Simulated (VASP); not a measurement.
Input of a VASP 6.6.1 run:

File INCAR:

```
SYSTEM = Cd
  PREC = Accurate
  ENCUT = 500
  EDIFF = 1E-7
  ISMEAR = 1
  SIGMA = 0.1
  LREAL = .False.
  LASPH = .True.
  NELM = 120
  ALGO = Normal
  ISIF = 3
  LWAVE = .False.
  LCHARG = .False.
  GGA = PS
  IBRION = 2
  NSW = 80
  EDIFFG = -0.02
  PSTRESS = 50.0
  GGA_COMPAT = .False.
  NELMIN = 4
```

KPOINTS

```
regular mesh
0
Gamma
  16 16 16
  0 0 0
```

File POSCAR:

```
Cd
1.0
    0.0000000000      2.2100000000      2.2100000000
    2.2100000000      0.0000000000      2.2100000000
    2.2100000000      2.2100000000      0.0000000000
Cd
1
Direct
    0.0000000000      0.0000000000      0.0000000000
```

Potentials or basis: VASP PAW PBE potentials, release 64 (Cd).

Launch:

```sh
$ cat potpaw_PBE.64/Cd/POTCAR > POTCAR
$ mpirun -np 1 vasp_std > vasp.out
```

(1) What does it give for the band gap on the k mesh?

(2) Estimate the relaxed cell.

(3) Predict the space group after relaxing (to 0.1 Å).

Results:

(1) zero (bands 6 and 7 overlap by 3.28 eV).

(2) a = 3.027 Å, b = 3.027 Å, c = 3.027 Å, α = 60.00°, β = 60.00°, γ = 60.00°.

(3) Fm-3m (No. 225).

Caveat: the cell is relaxed towards a set pressure, so the run minimises the enthalpy, not the energy.
